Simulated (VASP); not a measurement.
A run of VASP 6.6.1 is set up as follows.

The input INCAR:

```
  PREC = Accurate
  ENCUT = 520
  EDIFF = 1E-6
  ISMEAR = 0
  SIGMA = 0.05
  LREAL = F
  LASPH = T
  NELM = 100
  ALGO = Normal
  ISIF = 2
  LWAVE = F
  LCHARG = F
  GGA = PE
  NBANDS = 28
```

The input KPOINTS:

```
Automatic mesh
0
Gamma
  8 8 6
```

The input POSCAR:

```
PbO
1.0
    3.8551680000      0.0000000000      0.0000000000
    0.0000000000      3.8551680000      0.0000000000
    0.0000000000      0.0000000000      4.9466700000
Pb O
2 2
Direct
    0.0000000000      0.5000000000      0.2351000000
    0.5000000000      0.0000000000      0.7649000000
    0.0000000000      0.0000000000      0.0000000000
    0.5000000000      0.5000000000      0.0000000000
```

Potentials or basis: VASP PAW PBE potentials, release 64 (Pb_d, O).

Command:

```console
$ cat potpaw_PBE.64/Pb_d/POTCAR potpaw_PBE.64/O/POTCAR > POTCAR
$ mpirun -np 1 vasp_std > vasp.out
```

Predict the largest force.

1.650 eV/Å.

Estimate the band gap on the k mesh.

1.06 eV (least direct gap 2.45 eV).

Stress tensor (GPa, compression positive):
```
14.70  0.00  0.00
 0.00 14.70  0.00
 0.00  0.00 11.46
```

Caveat: the cell differs from its parent crystal (strain -0.030 along x and y, -0.015 along z); the cell stands under pressure; spin-orbit coupling is left out, which moves the levels of the heavy elements; forces of over 1 eV/Å act on the atoms, so gaps and moduli don't describe the material at rest. A k mesh can miss the band edges.
